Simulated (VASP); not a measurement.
Runs of VASP 6.6.1 on Pd. The structure is that of space group R-3m (No. 166), or close to it. The cells are those of the table. 

```tsv
cell	further INCAR settings	gap on the mesh (eV)	pressure (GPa)
a = 3.465 Å, angles 38.9°, 1 atom	ALGO = Fast; EDIFF = 1e-06; NBANDS = 11	none	(a)
a = 2.469 Å, angles 82.7°, 1 atom	ALGO = Fast; EDIFF = 1e-07; NBANDS = 11	none	35.1
a = 2.621 Å, angles 67.3°, 1 atom	ALGO = Fast; EDIFF = 1e-07; NBANDS = 11	none	12.1
a = 2.944 Å, angles 52.2°, 1 atom	ALGO = Fast; EDIFF = 1e-06; NBANDS = 11	none	15.4
```

Alike in all rows: task single point; level PBE; potentials or basis VASP PAW PBE potentials, release 64 (Pd); no spin polarisation; k mesh 24 × 24 × 24; cutoff (eV) 520; smearing gaussian 0.15 eV.

Question: Fill in the values left out.

Answer: (a) 90.2.

Caveats: the cell stands under pressure.

A k mesh can miss the band edges, and the runs leave out spin-orbit coupling on Pd.

A gap of «none» marks levels without a gap at the run's occupations.
